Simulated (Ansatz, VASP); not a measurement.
# Ca3MgN2: VASP beside Ansatz

```
Ca Mg N
1.0
     3.39765    1.96163    2.96534
    -3.39765    1.96163    2.96534
     0.00000   -3.92327    2.96534
Ca Mg N
3 1 2
Direct
  0.24202 0.75798 0.50000
  0.50000 0.24202 0.75798
  0.75798 0.50000 0.24202
  0.00000 0.00000 0.00000
  0.30831 0.30831 0.30831
  0.69169 0.69169 0.69169
```

Alike in both runs: functional PBE; k mesh 6 × 6 × 6; occupations gaussian, width 0.01 eV; no spin polarisation.

Ansatz relaxed the structure, and its values are those at the end. VASP's run is a single point on that final structure, the one shown.

|  | VASP | Ansatz |
| --- | --- | --- |
| version | VASP 6.6.1 | Ansatz 0.2.0 |
| potentials or method | VASP PAW PBE potentials, release 64 (Ca_sv, Mg, N), cutoff 520 eV | scalar-relativistic, plane waves, PAW |
| valence electrons in the cell | 42 | 50 |

```csv
,VASP,Ansatz,Ansatz less VASP
gap on the k mesh at the Fermi level (eV),0.04,0.05,+0.006
least direct gap on the mesh (eV),0.04,0.05,+0.006
pressure (GPa),0.2,0.0,-0.17
rms of the force components (eV/Å),0.015,0.001,-0.0138
```

VASP's potentials hold 42 valence electrons a cell and Ansatz's 50, so a difference there can come from the potentials and not from the codes.
